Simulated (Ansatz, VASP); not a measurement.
## ZrN: VASP beside Ansatz

File INCAR:

```
ALGO     = Normal         # electronic algorithm
EDIFF    = 1E-8           # SCF threshold, eV
ENCUT    = 520            # plane-wave cutoff, eV
GGA      = PS             # functional
GGA_COMPAT= False        
ISIF     = 2              # what is computed and relaxed
ISMEAR   = -1             # smearing method
LASPH    = True           # aspherical terms in the spheres
LCHARG   = False          # write CHGCAR
LEFG     = True         
LREAL    = False          # projectors in reciprocal space
LWAVE    = False          # write WAVECAR
NBANDS   = 16             # bands
NELM     = 120            # most SCF steps
PREC     = Accurate       # precision mode
SIGMA    = 0.01           # smearing width, eV
```

The input KPOINTS:

```
k-points
0
Gamma
  9 9 9
```

POSCAR

```
ZrN
1.0
    0.0000000000      2.2918188597      2.2918188597
    2.2918188597      0.0000000000      2.2918188597
    2.2918188597      2.2918188597      0.0000000000
Zr N
1 1
Direct
    0.0000000000      0.0000000000      0.0000000000
    0.5000000000      0.5000000000      0.5000000000
```

Input for Ansatz:

```yaml
crystal:
  lattice:
    - [0.0, 2.2918188597, 2.2918188597]
    - [2.2918188597, 0.0, 2.2918188597]
    - [2.2918188597, 2.2918188597, 0.0]
  atoms:
    - { symbol: Zr, position: [0.0, 0.0, 0.0] }
    - { symbol: "N", position: [0.5, 0.5, 0.5] }
kpoints:
  mp_grid: { grid: [9, 9, 9] }
scf:
  occupations: { method: fermi_dirac, width: 0.01 }
hamiltonian:
  xc: pbesol
  pseudopotentials: { kind: all_electron, datasets: crystal }
output:
  forces: true
  stress: true
  eigenvalues: true
  efg: { contact_densities: true }
```

Change from the starting cell: volume scaled by 1.01, crystal datasets.

Alike in both runs: task electric field gradients; functional PBEsol; k mesh 9 × 9 × 9; occupations fermi-dirac, width 0.01 eV; no spin polarisation.

|  | VASP | Ansatz |
| --- | --- | --- |
| version | VASP 6.6.1 | Ansatz 0.2.0 |
| potentials or method | VASP PAW PBE potentials, release 64 (Zr_sv, N), cutoff 520 eV | all-electron PAW with datasets made for the crystal, scalar-relativistic |

Ansatz gave:

```
pressure (GPa) : -5.3
```

Q: What did VASP give for the same quantities?

A: Pressure (GPa): -5.0.

VASP's potentials were made for PBE, not for PBEsol. Ansatz ran all-electron here, and VASP with PAW potentials.
